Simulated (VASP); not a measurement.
# TaN: single point with PBEsol

The system is TaN.

```
CELL_PARAMETERS angstrom
5.62150 0.00000 0.00000
-2.81075 4.86836 0.00000
0.00000 0.00000 2.78744
ATOMIC_POSITIONS crystal
Ta 0.00000 0.00000 0.00000
Ta 0.33333 0.66667 0.50000
Ta 0.66667 0.33333 0.50000
N 0.50000 0.00000 0.00000
N 0.50000 0.50000 0.00000
N 0.00000 0.50000 0.00000
```

This cell differs from its parent crystal: strain +0.080 along x and y, -0.040 along z.

```
Program             : VASP 6.6.1
Task                : single point
Functional          : PBEsol
Potentials or basis : VASP PAW PBE potentials, release 64 (Ta_pv, N)
Cutoff              : 520 eV
k mesh              : 12 × 12 × 16
Occupations         : gaussian, width 0.15 eV
Spin                : no spin polarisation
```

```
Pressure               : -18.8 GPa
Band gap on the k mesh : zero (bands 24 and 25 overlap by 2.12 eV)
```

Stress tensor (GPa, compression positive):
```
-31.05   0.00   0.00
  0.00 -31.05   0.00
  0.00   0.00   5.79
```

Levels at points of the mesh, in eV from the Fermi level:
```tsv
k point	band 22	band 23	band 24	band 25	band 26	band 27
(0.00, 0.00, 0.00)	-2.60	-2.21	-1.32	-1.32	-0.07	1.00
(0.50, 0.00, 0.00)	-3.32	-1.87	-1.26	0.82	1.34	1.96
(0.00, 0.00, 0.50)	-3.09	-1.82	0.76	0.76	1.16	1.63
(0.50, 0.00, 0.50)	-2.68	-1.47	-1.35	0.90	1.13	2.39
```

Run time: 3.4 min on 1 thread of Intel(R) Xeon(R) 6975P-C (Granite Rapids), with other jobs on the host, peak memory 0.44 GiB.

Caveat: the cell differs from its parent crystal (strain +0.080 along x and y, -0.040 along z); the stress differs along the axes, from -31 to 6 GPa; the PAW data sets were made with another functional, which shifts forces and pressure a little; spin-orbit coupling is left out, which moves the levels of the heavy elements.
